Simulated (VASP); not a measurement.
Wanted: the native input for a VASP 6.6.1 run.

| Quantity | Value |
| --- | --- |
| Task | single point |
| Functional | PBE |
| Potentials or basis | VASP PAW PBE potentials, release 64 (Cu) |
| Cutoff | 520 eV |
| k mesh | 24 × 24 × 12 |
| Occupations | gaussian, width 0.1 eV |
| Spin | no spin polarisation |
| Dipole correction | no |
| Further INCAR settings | ALGO = Fast; EDIFF = 1e-06; NBANDS = 18 |

The structure of Cu lies in POSCAR:

```
Cu
1.0
    2.6707307877      0.0000000000      0.0000000000
   -1.3353653938      2.3129207088      0.0000000000
    0.0000000000      0.0000000000      4.0928834819
Cu
2
Direct
    0.3333333333      0.6666666667      0.2500000000
    0.6666666667      0.3333333333      0.7500000000
```

This isn't the form of Cu at room conditions, which is fcc.

This cell differs from its parent crystal: biaxial strain in the a-b plane: +4.0 %.

The input as run:

INCAR

```
PREC = Accurate
ENCUT = 520
EDIFF = 1E-6
ISMEAR = 0
SIGMA = 0.1
LREAL = False
LASPH = True
NELM = 80
ALGO = Fast
ISIF = 2
LWAVE = False
LCHARG = False
GGA = PE
NBANDS = 18
```

KPOINTS

```
Automatic mesh
0
Gamma
  24 24 12
```

Potentials or basis: VASP PAW PBE potentials, release 64 (Cu).

Command:

```console
$ cat potpaw_PBE.64/Cu/POTCAR > POTCAR
$ mpirun -np 1 vasp_std > vasp.out
```

It gave:

```json
{"Pressure": "-5.0 GPa", "Band gap on the k mesh": "zero (bands 11 and 12 overlap by 5.45 eV)"}
```

Caveat: the cell differs from its parent crystal (biaxial strain in the a-b plane: +4.0 %); the cell stands under tension.

Run time: 92 s on 1 thread of Intel(R) Xeon(R) Platinum 8559C (Emerald Rapids), on a shared host, peak memory 0.26 GiB.
